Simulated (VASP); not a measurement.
# Al2Te2O (P6/mmm) in VASP: further runs

The runs below take Al2Te2O through single point, relaxation of cell and atoms, with PBE.

Everything below comes from runs of VASP 6.6.1. Logs are shortened: lines on timing, memory, paths and dates and some standing lists are left out, and cuts for length are marked.

## 1. The cell of the first run

The structure is hexagonal, space group P6/mmm (No. 191). Conventional cell: a = 5.572 Å, b = 5.572 Å, c = 6.129 Å, α = 90.00°, β = 90.00°, γ = 120.00°. Al (site symmetry 6mm) has 1 O at 1.69 Å within 2.2 Å. Within 4.2 Å of Te (site symmetry -6m2) lie 3 Te at 3.22 Å and 3 O at 3.22 Å and 6 Al at 3.63 Å. O (site symmetry 6/mmm) has 2 Al at 1.69 Å within 2.2 Å.

## 2. Single point, PBE

INCAR

```
SYSTEM = Al2Te2O
PREC = Accurate ; ENCUT = 520
EDIFF = 1E-7 ; ISMEAR = 0
SIGMA = 0.1 ; LREAL = .False.
LASPH = .True. ; NELM = 100
ALGO = Normal ; ISIF = 2
LWAVE = .False. ; LCHARG = .True.
GGA = PE ; LELF = .True.
LVHAR = .True. ; NBANDS = 20
```

KPOINTS

```
regular mesh
0
Gamma
  9 9 6
  0 0 0
```

POSCAR

```
Al2Te2O
1.0
    5.5717151485      0.0000000000      0.0000000000
   -2.7858575743      4.8252468613      0.0000000000
    0.0000000000      0.0000000000      6.1286426080
Al Te O
2 2 1
Direct
    0.0000000000      0.0000000000      0.7248904207
    0.0000000000      0.0000000000      0.2751095793
    0.3333333333      0.6666666667      0.0000000000
    0.6666666667      0.3333333333      0.0000000000
    0.0000000000      0.0000000000      0.0000000000
```

Potentials or basis: VASP PAW PBE potentials, release 64 (Al, Te, O).

Started as:

```console
$ cat potpaw_PBE.64/Al/POTCAR potpaw_PBE.64/Te/POTCAR potpaw_PBE.64/O/POTCAR > POTCAR
$ mpirun -np 1 vasp_std > vasp.out
```

OUTCAR:

```text
SYSTEM = Al2Te2O
   PREC = Accurate
   ENCUT = 520
   EDIFF = 1E-7
   ISMEAR = 0
   LREAL = .False.
   LASPH = .True.
   NELM = 100
   ISIF = 2
   GGA = PE

 ion  position               nearest neighbor table
   1  0.000  0.000  0.725-   5 1.69   2 2.76
   2  0.000  0.000  0.275-   5 1.69   1 2.76
   3  0.333  0.667  0.000-   4 3.22   4 3.22   4 3.22
   4  0.667  0.333  0.000-   3 3.22   3 3.22   3 3.22
   5  0.000  0.000  0.000-   1 1.69   2 1.69

  LATTYP: Found a hexagonal cell.
 ALAT       =     5.5717151485
 C/A-ratio  =     1.0999561974

  Lattice vectors:

 A1 = (   5.5717151485,   0.0000000000,   0.0000000000)
 A2 = (  -2.7858575743,   4.8252468613,   0.0000000000)
 A3 = (   0.0000000000,   0.0000000000,   6.1286426080)

Analysis of symmetry for initial positions (statically):
=====================================================================
 Subroutine PRICEL returns:
 Original cell was already a primitive cell.

 Routine SETGRP: Setting up the symmetry group for a
 hexagonal supercell.

 Subroutine GETGRP returns: Found 24 space group operations
 (whereof 24 operations were pure point group operations)
 out of a pool of 24 trial point group operations.

The static configuration has the point symmetry D_6h.

Analysis of symmetry for dynamics (positions and initial velocities):
=====================================================================
 Subroutine PRICEL returns:
 Original cell was already a primitive cell.

 Routine SETGRP: Setting up the symmetry group for a
 hexagonal supercell.

 Subroutine GETGRP returns: Found 24 space group operations
 (whereof 24 operations were pure point group operations)
 out of a pool of 24 trial point group operations.

The dynamic configuration has the point symmetry D_6h.

 Subroutine INISYM returns: Found 24 space group operations
 (whereof 24 operations are pure point group operations),
 and found     1 'primitive' translations

----------------------------------------------------------------------------------------

                                     Primitive cell

  volume of cell :     164.7679

  direct lattice vectors                    reciprocal lattice vectors
     5.571715149  0.000000000  0.000000000     0.179477948  0.103621641  0.000000000
    -2.785857574  4.825246861  0.000000000     0.000000000  0.207243283  0.000000000
     0.000000000  0.000000000  6.128642608     0.000000000  0.000000000  0.163168268

  length of vectors
[... 84 lines left out ...]
   LSORBIT =      F    spin-orbit coupling
   LASPH  =      T    aspherical Exc in radial PAW
   ENCUT  =  520.0 eV  38.22 Ry    6.18 a.u.  10.36 10.36 11.40*2*pi/ulx,y,z
   NELM   =    100;   NELMIN=  2; NELMDL= -5     # of ELM steps
   EDIFF  = 0.1E-06   stopping-criterion for ELM
   LREAL  =      F    real-space projection
   EDIFFG = 0.1E-05   stopping-criterion for IOM
   NSW    =      0    number of steps for IOM
   IBRION =     -1    ionic relax: 0-MD 1-quasi-New 2-CG
   NFREE  =      0    steps in history (QN), initial steepest desc. (CG)
   ISIF   =      2    stress and relaxation
   ISYM   =      2    0-nonsym 1-usesym 2-fastsym
   POTIM  = 0.5000    time-step for ionic-motion
   TEBEG  =    0.0;   TEEND  =   0.0 temperature during run
   PSTRESS=    0.0 pullay stress
   NELECT =      24.0000    total number of electrons
   NUPDOWN=      -1.0000    fix difference up-down
   EMIN   =  10.00;   EMAX   =-10.00  energy-range for DOS
   EFERMI =   0.00;   METHOD = LEGACY
   ISMEAR =     0;   SIGMA  =   0.10  broadening in eV -4-tet -1-fermi 0-gaus
   EFERMI_NEDOS =   21; number of points for ismear=-14 and -15
   IALGO  =     38    algorithm
   IMIX   =      4    mixing-type and parameters
     AMIX     =   0.40;   BMIX     =  1.00
     AMIX_MAG =   1.60;   BMIX_MAG =  1.00
  volume/ion in A,a.u.               =      32.95       222.38
  Fermi-wavevector in a.u.,A,eV,Ry     =   0.861366  1.627745 10.094859  0.741951
  Thomas-Fermi vector in A             =   1.979009
   LORBIT       =      0    0 simple, 1 ext, 2 COOP (PROOUT), +10 PAW based schemes
   GGA     = PE    functional components
   LHFCALC =     F    Hartree Fock is set to
   AEXX    =    0.0000 exact exchange contribution
   IVDW    =     0    specifies the selected vdW correction
   LEPSILON=     F    determine dielectric tensor
   LRPA    =     F    only Hartree local field effects (RPA)
 non-spin polarized calculation
 Gauss-broadening in eV      SIGMA  =   0.10
  energy-cutoff  :      520.00
  volume of cell :      164.77
 maximum number of plane-waves:      4463
 NGX is ok and might be reduce to    42
   NGX = 21   NGY = 21   NGZ = 23

 number of electron      24.0000002 magnetization

 Free energy of the ion-electron system (eV)
  ---------------------------------------------------
  ext. energy  EPLUGINS =         0.00000000
  ---------------------------------------------------
  free energy    TOTEN  =       -19.18302345 eV

  energy without entropy =      -19.16873544  energy(sigma->0) =      -19.17587944

 E-fermi :   3.2815     XC(G=0):  -7.6391

 val. band max:        3.2785443795   @ k =   0.4444  -0.0000   0.1667
 cond. band min:       3.3033646834   @ k =   0.4444   0.1111   0.5000
 fundamental gap:      0.0248203039
 Fermi energy:         3.2815102612

 k-point     1 :       0.0000    0.0000    0.0000
  band No.  band energies     occupation
      1     -16.6393      2.00000
      2      -8.7106      2.00000
      3      -6.0672      2.00000
      4      -4.7246      2.00000
      5      -2.0330      2.00000
      6      -2.0330      2.00000
[... 541 lines left out ...]
     19       7.0481      0.00000
     20       9.1157      0.00000

 [... further k-points ...]
[... 5 lines left out ...]
  --------------------------------------------------------------------------------------
  -------------------------------------------------------------------------------------
  Total       -0.0541138     -0.0541138      0.1813469      0.0000000      0.0000000      0.0000000
  in kB       -0.5261935     -0.5261935      1.7633881      0.0000000      0.0000000      0.0000000
  external PRESSURE =       0.2370003 kB  Pullay stress =       0.0000000 kB

 VOLUME and BASIS-vectors are now :
 -----------------------------------------------------------------------------
  energy-cutoff  :      520.00
  volume of cell :      164.77
      direct lattice vectors                 reciprocal lattice vectors
     5.571715149  0.000000000  0.000000000     0.179477948  0.103621641  0.000000000
    -2.785857574  4.825246861  0.000000000     0.000000000  0.207243283  0.000000000
     0.000000000  0.000000000  6.128642608     0.000000000  0.000000000  0.163168268

 POSITION                                       TOTAL-FORCE (eV/Angst)
 -----------------------------------------------------------------------------------
      0.00000      0.00000      4.44259        -0.000000      0.000000     -0.048561
      0.00000      0.00000      1.68605         0.000000     -0.000000      0.048561
     -0.00000      3.21683      0.00000        -0.000000      0.000000     -0.000000
      2.78586      1.60842      0.00000         0.000000     -0.000000      0.000000
      0.00000      0.00000      0.00000         0.000000     -0.000000     -0.000000
 -----------------------------------------------------------------------------------
    total drift:                               -0.000000      0.000000      0.000000

  FREE ENERGIE OF THE ION-ELECTRON SYSTEM (eV)
  ---------------------------------------------------
  free  energy   TOTEN  =       -19.1830234483 eV

  energy  without entropy=      -19.1687354381  energy(sigma->0) =      -19.17587944
```

stdout:

```text
POSCAR found type information on POSCAR AlTeO
 POSCAR found :  3 types and       5 ions
 scaLAPACK will be used
 LDA part: xc-table for (Slater+PW92), standard interpolation
 POSCAR, INCAR and KPOINTS ok, starting setup
 FFT: planning ... GRIDC
 FFT: planning ... GRID_SOFT
 FFT: planning ... GRID
 WAVECAR not read
 entering main loop
```

Run time: 4.9 min. Hardware: 1 thread of AMD EPYC 7R43 (Zen 3), shared host; peak memory 0.33 GiB.

Results:

```yaml
Free_energy: -19.1830 eV
Pressure: 0.0 GPa
Largest_force: 0.049 eV/Å
Band_gap_on_the_k_mesh: zero (band 12 reaches 3.53 eV, above the bottom of band 13 at 2.95 eV)
```

Forces on the atoms (eV/Å):
```
Al   0.000  0.000 -0.049
Al   0.000  0.000  0.049
Te   0.000  0.000  0.000
Te   0.000  0.000  0.000
O    0.000  0.000  0.000
```

Caveat: spin-orbit coupling is left out, which moves the levels of the heavy elements.

(Continued in part 2 of 2.)
